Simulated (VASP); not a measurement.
**CaSe: single point with LDA**

Crystal: CaSe.

```
CELL_PARAMETERS angstrom
0.00000 3.30000 3.30000
3.30000 0.00000 3.30000
3.30000 3.30000 0.00000
ATOMIC_POSITIONS crystal
Se 0.25000 0.25000 0.25000
Ca 0.00000 0.00000 0.00000
```

```json
{
  "Program": "VASP 6.6.1",
  "Task": "single point",
  "Functional": "LDA",
  "Potentials or basis": "VASP PAW LDA potentials, release 64 (Se, Ca_sv)",
  "Cutoff": "520 eV",
  "k mesh": "7 × 7 × 7",
  "Occupations": "fermi-dirac, width 0.02 eV",
  "Spin": "no spin polarisation"
}
```

```
Pressure               : -2.6 GPa
Band gap on the k mesh : 2.89 eV, indirect (least direct gap 2.99 eV)
```

Levels at points of the mesh, in eV from the valence-band top:
```csv
k point,band 4,band 5,band 6,band 7,band 8,band 9,band 10,band 11,band 12,band 13
"(0.00, 0.00, 0.00)",-19.97,-10.34,-0.10,-0.10,-0.10,2.89,5.19,5.19,7.19,7.19
```

Wall time 20 s on 1 thread of Intel(R) Xeon(R) Platinum 8259CL CPU @ 2.50GHz (Skylake/Cascade Lake) (shared host), peak memory 0.18 GiB.

A k mesh can miss the band edges.
